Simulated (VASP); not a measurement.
A run of VASP 6.6.1 is set up as follows.

The input INCAR:

```
SYSTEM = NiO
PREC     = Accurate       ! precision mode
ENCUT    = 520            ! plane-wave cutoff, eV
EDIFF    = 1E-8           ! SCF threshold, eV
ISMEAR   = 0              ! smearing method
SIGMA    = 0.15           ! smearing width, eV
LREAL    = .FALSE.        ! projectors in reciprocal space
LASPH    = .TRUE.         ! aspherical terms in the spheres
NELM     = 150            ! most SCF steps
ALGO     = Normal         ! electronic algorithm
ISIF     = 2              ! what is computed and relaxed
LWAVE    = .FALSE.        ! write WAVECAR
LCHARG   = .FALSE.        ! write CHGCAR
ISPIN    = 2              ! spin polarisation
MAGMOM   = 1.6 0.32       ! initial moments
LORBIT   = 11             ! projections on sites
LMAXMIX  = 4              ! l up to which the mixer works
GGA      = PE             ! functional
IBRION   = 8              ! ionic algorithm
NSW      = 1              ! ionic steps
KPAR     = 4
```

Contents of KPOINTS:

```
Automatic mesh
0
G
  24 24 24
  0 0 0
```

POSCAR

```
NiO
1.0
    0.0000000000      2.1081898919      2.1081898919
    2.1081898919      0.0000000000      2.1081898919
    2.1081898919      2.1081898919      0.0000000000
Ni O
1 1
Direct
    0.0000000000      0.0000000000      0.0000000000
    0.5000000000      0.5000000000      0.5000000000
```

Potentials or basis: VASP PAW PBE potentials, release 64 (Ni, O).

Run with:

```sh
$ cat potpaw_PBE.64/Ni/POTCAR potpaw_PBE.64/O/POTCAR > POTCAR
$ mpirun -np 4 vasp_std > vasp.out
```

Task: Predict the highest phonon frequency at Γ, LO-TO splitting left out.

Result: 204 cm⁻¹.

Task: Predict the net moment.

Result: 1.76 μB per cell.

Task: Predict the site moments.

Result: Ni +1.45; O +0.27 μB.

Phonon frequencies in cm⁻¹ (negative: imaginary):
| q point | frequencies |
| --- | --- |
| (0.000, 0.000, 0.000) | 0 0 0 204 204 204 |

Caveat: a cell with one magnetic atom can't hold antiferromagnetic order, which such compounds often take.
